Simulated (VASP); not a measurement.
# Cs2NaP (P4/mmm) in VASP: further runs

The runs below take Cs2NaP through single point, with PBE.

All numbers are computed with VASP 6.6.1; they aren't measurements. Logs are shortened: lines on timing, memory, paths and dates and some standing lists are left out, and cuts for length are marked.

### 1 The cell of the first run

Symmetry: P4/mmm, No. 123, tetragonal system. The conventional cell has a = 6.260 Å, b = 6.260 Å, c = 4.431 Å, α = 90.00°, β = 90.00°, γ = 90.00°. Within 4.1 Å of Cs (site symmetry mmm) lie 2 Na at 3.13 Å and 2 P at 3.13 Å. Within 4.1 Å of Na (site symmetry 4/mmm) lie 4 Cs at 3.13 Å. Within 4.1 Å of P (site symmetry 4/mmm) lie 4 Cs at 3.13 Å.

### 2 Single point, PBE

File INCAR:

```
SYSTEM = Cs2NaP
PREC     = Accurate       ! precision mode
ENCUT    = 520            ! plane-wave cutoff, eV
EDIFF    = 1E-6           ! SCF threshold, eV
ISMEAR   = 0              ! smearing method
SIGMA    = 0.1            ! smearing width, eV
LREAL    = .False.        ! projectors in reciprocal space
LASPH    = .True.         ! aspherical terms in the spheres
NELM     = 80             ! most SCF steps
ALGO     = Normal         ! electronic algorithm
ISIF     = 2              ! what is computed and relaxed
LWAVE    = .False.        ! write WAVECAR
LCHARG   = .True.         ! write CHGCAR
GGA      = PE             ! functional
LELF     = .True.         ! ELF
LVHAR    = .True.       
NBANDS   = 23             ! bands
```

File KPOINTS:

```
regular mesh
0
Gamma
  4 4 4
  0 0 0
```

File POSCAR:

```
Cs2NaP
1.0
    6.2597221100      0.0000000000      0.0000000000
    0.0000000000      6.2597221100      0.0000000000
    0.0000000000      0.0000000000      4.4312268200
Cs Na P
2 1 1
Direct
    0.0000000000      0.5000000000      0.0000000000
    0.5000000000      0.0000000000      0.0000000000
    0.5000000000      0.5000000000      0.0000000000
    0.0000000000      0.0000000000      0.0000000000
```

Potentials or basis: VASP PAW PBE potentials, release 64 (Cs_sv, Na_pv, P).

Run with:

```bash
> cat potpaw_PBE.64/Cs_sv/POTCAR potpaw_PBE.64/Na_pv/POTCAR potpaw_PBE.64/P/POTCAR > POTCAR
> mpirun -np 1 vasp_std > vasp.out
```

OUTCAR:

```text
SYSTEM = Cs2NaP
   PREC = Accurate
   ENCUT = 520
   EDIFF = 1E-6
   ISMEAR = 0
   LREAL = .False.
   LASPH = .True.
   NELM = 80
   ISIF = 2
   GGA = PE

 ion  position               nearest neighbor table
   1  0.000  0.500  0.000-
   2  0.500  0.000  0.000-
   3  0.500  0.500  0.000-
   4  0.000  0.000  0.000-

  LATTYP: Found a simple tetragonal cell.
 ALAT       =     6.2597221100
 C/A-ratio  =     0.7078951337

  Lattice vectors:

 A1 = (   6.2597221100,   0.0000000000,   0.0000000000)
 A2 = (   0.0000000000,   6.2597221100,   0.0000000000)
 A3 = (   0.0000000000,   0.0000000000,   4.4312268200)

Analysis of symmetry for initial positions (statically):
=====================================================================
 Subroutine PRICEL returns:
 Original cell was already a primitive cell.

 Routine SETGRP: Setting up the symmetry group for a
 simple tetragonal supercell.

 Subroutine GETGRP returns: Found 16 space group operations
 (whereof 16 operations were pure point group operations)
 out of a pool of 16 trial point group operations.

The static configuration has the point symmetry D_4h.

Analysis of symmetry for dynamics (positions and initial velocities):
=====================================================================
 Subroutine PRICEL returns:
 Original cell was already a primitive cell.

 Routine SETGRP: Setting up the symmetry group for a
 simple tetragonal supercell.

 Subroutine GETGRP returns: Found 16 space group operations
 (whereof 16 operations were pure point group operations)
 out of a pool of 16 trial point group operations.

The dynamic configuration has the point symmetry D_4h.

 Subroutine INISYM returns: Found 16 space group operations
 (whereof 16 operations are pure point group operations),
 and found     1 'primitive' translations

----------------------------------------------------------------------------------------

                                     Primitive cell

  volume of cell :     173.6337

  direct lattice vectors                    reciprocal lattice vectors
     6.259722110  0.000000000  0.000000000     0.159751501  0.000000000  0.000000000
     0.000000000  6.259722110  0.000000000     0.000000000  0.159751501  0.000000000
     0.000000000  0.000000000  4.431226820     0.000000000  0.000000000  0.225671138

  length of vectors
     6.259722110  6.259722110  4.431226820     0.159751501  0.159751501  0.225671138

  position of ions in fractional coordinates (direct lattice)
     0.000000000  0.500000000  0.000000000
     0.500000000  0.000000000  0.000000000
     0.500000000  0.500000000  0.000000000
     0.000000000  0.000000000  0.000000000

  ion indices of the primitive-cell ions
   primitive index   ion index
                 1           1
                 2           2
                 3           3
                 4           4

----------------------------------------------------------------------------------------

 KPOINTS: regular mesh

Automatic generation of k-mesh.
 Grid dimensions read from file:
 generate k-points for:    4    4    4

 Generating k-lattice:

  Cartesian coordinates                     Fractional coordinates (reciprocal lattice)
     0.039937875  0.000000000  0.000000000     0.250000000  0.000000000  0.000000000
     0.000000000  0.039937875  0.000000000     0.000000000  0.250000000  0.000000000
     0.000000000  0.000000000  0.056417785     0.000000000  0.000000000  0.250000000

  Length of vectors
     0.039937875  0.039937875  0.056417785

  Shift w.r.t. Gamma in fractional coordinates (k-lattice)
     0.000000000  0.000000000  0.000000000

 Subroutine IBZKPT returns following result:
 ===========================================

 Found     18 irreducible k-points:

 Following reciprocal coordinates:
            Coordinates               Weight
  0.000000  0.000000  0.000000      1.000000
  0.250000  0.000000  0.000000      4.000000
  0.500000  0.000000  0.000000      2.000000
  0.250000  0.250000  0.000000      4.000000
  0.500000  0.250000  0.000000      4.000000
  0.500000  0.500000  0.000000      1.000000
[... 10 lines left out ...]
  0.500000  0.250000  0.500000      4.000000
  0.500000  0.500000  0.500000      1.000000
   k-points           NKPTS =     18   k-points in BZ     NKDIM =     18   number of bands    NBANDS=     23
   number of dos      NEDOS =    301   number of ions     NIONS =      4
   total plane-waves  NPLWV =  82944
   dimension x,y,z NGX =    48 NGY =   48 NGZ =   36
   dimension x,y,z NGXF=    96 NGYF=   96 NGZF=   72
   ions per type =               2   1   1
   NGX,Y,Z   is equivalent  to a cutoff of  12.75, 12.75, 13.51 a.u.
   NGXF,Y,Z  is equivalent  to a cutoff of  25.50, 25.50, 27.01 a.u.
 SYSTEM =  Cs2NaP
   PREC   = accura    normal or accurate (medium, high low for compatibility)
   ISTART =      0    job   : 0-new  1-cont  2-samecut
   ICHARG =      2    charge: 1-file 2-atom 10-const
   ISPIN  =      1    spin polarized calculation?
   LNONCOLLINEAR =      F non collinear calculations
   LSORBIT =      F    spin-orbit coupling
   LASPH  =      T    aspherical Exc in radial PAW
   ENCUT  =  520.0 eV  38.22 Ry    6.18 a.u.  11.64 11.64  8.24*2*pi/ulx,y,z
   NELM   =     80;   NELMIN=  2; NELMDL= -5     # of ELM steps
   EDIFF  = 0.1E-05   stopping-criterion for ELM
   LREAL  =      F    real-space projection
   EDIFFG = 0.1E-04   stopping-criterion for IOM
   NSW    =      0    number of steps for IOM
   IBRION =     -1    ionic relax: 0-MD 1-quasi-New 2-CG
   NFREE  =      0    steps in history (QN), initial steepest desc. (CG)
   ISIF   =      2    stress and relaxation
   ISYM   =      2    0-nonsym 1-usesym 2-fastsym
   POTIM  = 0.5000    time-step for ionic-motion
   TEBEG  =    0.0;   TEEND  =   0.0 temperature during run
   PSTRESS=    0.0 pullay stress
   NELECT =      30.0000    total number of electrons
   NUPDOWN=      -1.0000    fix difference up-down
   EMIN   =  10.00;   EMAX   =-10.00  energy-range for DOS
   EFERMI =   0.00;   METHOD = LEGACY
   ISMEAR =     0;   SIGMA  =   0.10  broadening in eV -4-tet -1-fermi 0-gaus
   EFERMI_NEDOS =   21; number of points for ismear=-14 and -15
   IALGO  =     38    algorithm
   IMIX   =      4    mixing-type and parameters
     AMIX     =   0.40;   BMIX     =  1.00
     AMIX_MAG =   1.60;   BMIX_MAG =  1.00
  volume/ion in A,a.u.               =      43.41       292.93
  Fermi-wavevector in a.u.,A,eV,Ry     =   0.911809  1.723069 11.311825  0.831396
  Thomas-Fermi vector in A             =   2.036132
   LORBIT       =      0    0 simple, 1 ext, 2 COOP (PROOUT), +10 PAW based schemes
   GGA     = PE    functional components
   LHFCALC =     F    Hartree Fock is set to
   AEXX    =    0.0000 exact exchange contribution
   IVDW    =     0    specifies the selected vdW correction
   LEPSILON=     F    determine dielectric tensor
   LRPA    =     F    only Hartree local field effects (RPA)
 non-spin polarized calculation
 Gauss-broadening in eV      SIGMA  =   0.10
  energy-cutoff  :      520.00
  volume of cell :      173.63
 maximum number of plane-waves:      4720
 NGX is ok and might be reduce to    48
   NGX = 23   NGY = 23   NGZ = 17

 number of electron      30.0000009 magnetization

 Free energy of the ion-electron system (eV)
  ---------------------------------------------------
  ext. energy  EPLUGINS =         0.00000000
  ---------------------------------------------------
  free energy    TOTEN  =        -5.73399848 eV

  energy without entropy =       -5.71430467  energy(sigma->0) =       -5.72415158

 E-fermi :   1.7278     XC(G=0):  -7.3496

 val. band max:        1.7269230721   @ k =   0.5000   0.0000   0.0000
 cond. band min:       1.7409727703   @ k =   0.0000   0.0000   0.5000
 fundamental gap:      0.0140496982
 Fermi energy:         1.7277708779

 k-point     1 :       0.0000    0.0000    0.0000
  band No.  band energies     occupation
      1     -24.2387      2.00000
      2     -24.2387      2.00000
      3     -24.1067      2.00000
      4     -21.0077      2.00000
      5     -20.9293      2.00000
      6      -8.3164      2.00000
[... 15 lines left out ...]
     22       5.8551      0.00000
     23       5.8551      0.00000

 k-point     2 :       0.2500    0.0000    0.0000
  band No.  band energies     occupation
      1     -24.2407      2.00000
      2     -24.2387      2.00000
      3     -24.1067      2.00000
      4     -20.9936      2.00000
      5     -20.9380      2.00000
      6      -8.4240      2.00000
[... 15 lines left out ...]
     22       5.8663      0.00000
     23       6.0326      0.00000

 k-point     3 :       0.5000    0.0000    0.0000
  band No.  band energies     occupation
      1     -24.2426      2.00000
      2     -24.2387      2.00000
      3     -24.1067      2.00000
      4     -20.9670      2.00000
      5     -20.9592      2.00000
      6      -8.5757      2.00000
[... 15 lines left out ...]
     22       5.7821      0.00000
     23       6.4249      0.00000

 k-point     4 :       0.2500    0.2500    0.0000
  band No.  band energies     occupation
      1     -24.2407      2.00000
      2     -24.2406      2.00000
      3     -24.1067      2.00000
      4     -20.9826      2.00000
      5     -20.9433      2.00000
      6      -8.7104      2.00000
[... 15 lines left out ...]
     22       5.4991      0.00000
     23       6.5942      0.00000

 k-point     5 :       0.5000    0.2500    0.0000
  band No.  band energies     occupation
      1     -24.2426      2.00000
      2     -24.2406      2.00000
      3     -24.1067      2.00000
      4     -20.9621      2.00000
      5     -20.9582      2.00000
      6      -8.8979      2.00000
[... 278 lines left out ...]
 k-point    16 :       0.2500    0.2500    0.5000
  band No.  band energies     occupation
      1     -24.2404      2.00000
      2     -24.2404      2.00000
      3     -24.1093      2.00000
      4     -20.9517      2.00000
      5     -20.9134      2.00000
      6      -8.6142      2.00000
[... 15 lines left out ...]
     22       5.2227      0.00000
     23       5.9798      0.00000

 k-point    17 :       0.5000    0.2500    0.5000
  band No.  band energies     occupation
      1     -24.2423      2.00000
      2     -24.2404      2.00000
      3     -24.1093      2.00000
      4     -20.9317      2.00000
      5     -20.9279      2.00000
      6      -8.7970      2.00000
[... 15 lines left out ...]
     22       5.7113      0.00000
     23       6.7948      0.00000

 k-point    18 :       0.5000    0.5000    0.5000
  band No.  band energies     occupation
      1     -24.2423      2.00000
      2     -24.2423      2.00000
      3     -24.1093      2.00000
      4     -20.9269      2.00000
      5     -20.9269      2.00000
      6      -8.9965      2.00000
[... 15 lines left out ...]
     22       6.0889      0.00000
     23       6.1691      0.00000

------------------------ aborting loop because EDIFF is reached ----------------------------------------

  FORCE on cell =-STRESS in cart. coord.  units (eV):
  Direction    XX          YY          ZZ          XY          YZ          ZX
  --------------------------------------------------------------------------------------
  -------------------------------------------------------------------------------------
  Total        6.9721435      6.9721435     -1.1739574      0.0000000      0.0000000     -0.0000000
  in kB       64.3343345     64.3343345    -10.8325037      0.0000000      0.0000000     -0.0000000
  external PRESSURE =      39.2787217 kB  Pullay stress =       0.0000000 kB

 VOLUME and BASIS-vectors are now :
 -----------------------------------------------------------------------------
  energy-cutoff  :      520.00
  volume of cell :      173.63
      direct lattice vectors                 reciprocal lattice vectors
     6.259722110  0.000000000  0.000000000     0.159751501  0.000000000  0.000000000
     0.000000000  6.259722110  0.000000000     0.000000000  0.159751501  0.000000000
     0.000000000  0.000000000  4.431226820     0.000000000  0.000000000  0.225671138

 POSITION                                       TOTAL-FORCE (eV/Angst)
 -----------------------------------------------------------------------------------
      0.00000      3.12986      0.00000         0.000000      0.000000      0.000000
      3.12986      0.00000      0.00000         0.000000      0.000000      0.000000
      3.12986      3.12986      0.00000         0.000000      0.000000      0.000000
      0.00000      0.00000      0.00000         0.000000      0.000000      0.000000
 -----------------------------------------------------------------------------------
    total drift:                                0.000000      0.000000      0.000000

  FREE ENERGIE OF THE ION-ELECTRON SYSTEM (eV)
  ---------------------------------------------------
  free  energy   TOTEN  =        -5.7339984773 eV

  energy  without entropy=       -5.7143046737  energy(sigma->0) =       -5.72415158
```

Wall time 47 s (1 thread of AMD EPYC 9R45 (Zen 5), shared host); peak memory 0.27 GiB.

Results:

```
Free energy            : -5.7340 eV
Pressure               : 3.9 GPa
Band gap on the k mesh : zero (band 15 reaches 2.20 eV, above the bottom of band 16 at 1.56 eV)
```

Levels at points of the mesh, in eV from the Fermi level:
```
           k point  band 11  band 12  band 13  band 14  band 15  band 16  band 17  band 18  band 19  band 20
(0.00, 0.00, 0.00)    -9.29    -8.78    -1.52     0.27     0.27     0.36     1.41     1.68     2.69     3.90
(0.50, 0.00, 0.00)    -9.34    -7.57    -1.50    -0.51     0.00     0.15     1.08     2.30     2.38     2.87
(0.50, 0.50, 0.00)    -9.17    -6.96    -1.71    -1.71    -0.05     0.40     1.20     1.20     2.64     2.64
(0.00, 0.00, 0.50)    -9.40    -8.63    -1.04     0.01     0.47     0.47     1.27     1.43     1.43     1.88
(0.50, 0.00, 0.50)    -9.56    -7.48    -1.32    -1.21     0.22     0.34     1.18     2.06     2.54     2.83
(0.50, 0.50, 0.50)    -9.13    -6.87    -1.59    -1.43    -1.43    -0.16     2.32     2.32     2.89     3.48
```

Caveat: spin-orbit coupling is left out, which moves the levels of the heavy elements.

[end of part 1 of 2]
